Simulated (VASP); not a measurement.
## InSb: single point with PBE

Crystal: InSb.

```xyz
2
Lattice="0.0000 3.1378 3.4516 3.1378 0.0000 3.4516 3.1378 3.1378 0.0000" Properties=species:S:1:pos:R:3 pbc="T T T"
In    0.0000    0.0000    0.0000
Sb    4.7067    4.7067    5.1774
```

This cell differs from its parent crystal: ratio of the length along z to the lengths across it x 1.1, volume and fractional coordinates fixed.

| Quantity | Value |
| --- | --- |
| Program | VASP 6.6.1 |
| Task | single point |
| Functional | PBE |
| Potentials or basis | VASP PAW PBE potentials, release 64 (In_d, Sb) |
| Cutoff | 520 eV |
| k mesh | 14 × 14 × 14 |
| Occupations | gaussian, width 0.15 eV |
| Spin | no spin polarisation |

```yaml
Pressure: 3.0 GPa
Band_gap_on_the_k_mesh: zero (filled and empty bands touch)
```

Stress tensor (GPa, compression positive):
```
3.98 0.00 0.00
0.00 3.98 0.00
0.00 0.00 1.02
```

Levels at points of the mesh, in eV from the Fermi level:
| k point | band 7 | band 8 | band 9 | band 10 | band 11 | band 12 |
| --- | --- | --- | --- | --- | --- | --- |
| (0.00, 0.00, 0.00) | -0.64 | -0.52 | -0.09 | -0.09 | 2.67 | 2.67 |
| (0.50, 0.00, 0.00) | -5.87 | -1.59 | -0.93 | 0.17 | 3.45 | 3.80 |
| (0.50, 0.50, 0.00) | -6.45 | -2.17 | -2.17 | 1.43 | 1.54 | 7.81 |
| (0.50, 0.00, 0.50) | -6.02 | -2.69 | -2.63 | 0.84 | 0.93 | 7.40 |

Run time: 99 s on 1 thread of Intel(R) Xeon(R) Platinum 8559C (Emerald Rapids) (shared host), peak memory 0.4 GiB.

Caveat: semilocal functionals underestimate gaps, so a narrow gap can read as zero; spin-orbit coupling is left out, which moves the levels of the heavy elements.
